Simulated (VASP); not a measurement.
A run of VASP 6.6.1:

Contents of INCAR:

```
PREC     = Accurate       # precision mode
ENCUT    = 520            # plane-wave cutoff, eV
EDIFF    = 1E-7           # SCF threshold, eV
ISMEAR   = -1             # smearing method
SIGMA    = 0.02           # smearing width, eV
LREAL    = F              # projectors in reciprocal space
LASPH    = T              # aspherical terms in the spheres
NELM     = 60             # most SCF steps
ALGO     = Normal         # electronic algorithm
ISIF     = 2              # what is computed and relaxed
LWAVE    = F              # write WAVECAR
LCHARG   = F              # write CHGCAR
NBANDS   = 36             # bands
```

Contents of KPOINTS:

```
Automatic mesh
0
Gamma
  12 12 2
```

File POSCAR:

```
SiC
1.0
    3.0592568544      0.0000000000      0.0000000000
   -1.5296284272      2.6493941526      0.0000000000
    0.0000000000      0.0000000000     15.0107899807
Si C
6 6
Direct
    0.0000000000      0.0000000000      0.1250400029
    0.0000000000      0.0000000000      0.6250400029
    0.3333333333      0.6666666667      0.2918185217
    0.6666666667      0.3333333333      0.7918185217
    0.3333333333      0.6666666667      0.9583077647
    0.6666666667      0.3333333333      0.4583077647
    0.0000000000      0.0000000000     -0.0003134711
    0.0000000000      0.0000000000      0.4996865289
    0.3333333333      0.6666666667      0.1668276782
    0.6666666667      0.3333333333      0.6668276782
    0.3333333333      0.6666666667      0.8333195036
    0.6666666667      0.3333333333      0.3333195036
```

Potentials or basis: VASP PAW LDA potentials, release 64 (Si, C).

Command:

```bash
$ cat potpaw_LDA.64/Si/POTCAR potpaw_LDA.64/C/POTCAR > POTCAR
$ mpirun -np 1 vasp_std > vasp.out
```

Hardware: 1 thread of AMD EPYC 7R43 64-Core Processor (Zen 3), on a shared host.

Problem. How long does it take, and how much memory?

Solution. It took 2.6 min on 1 thread of AMD EPYC 7R43 64-Core Processor (Zen 3), with other jobs on the host, peak memory 0.22 GiB. Counts: scf iterations 14, k points 38.
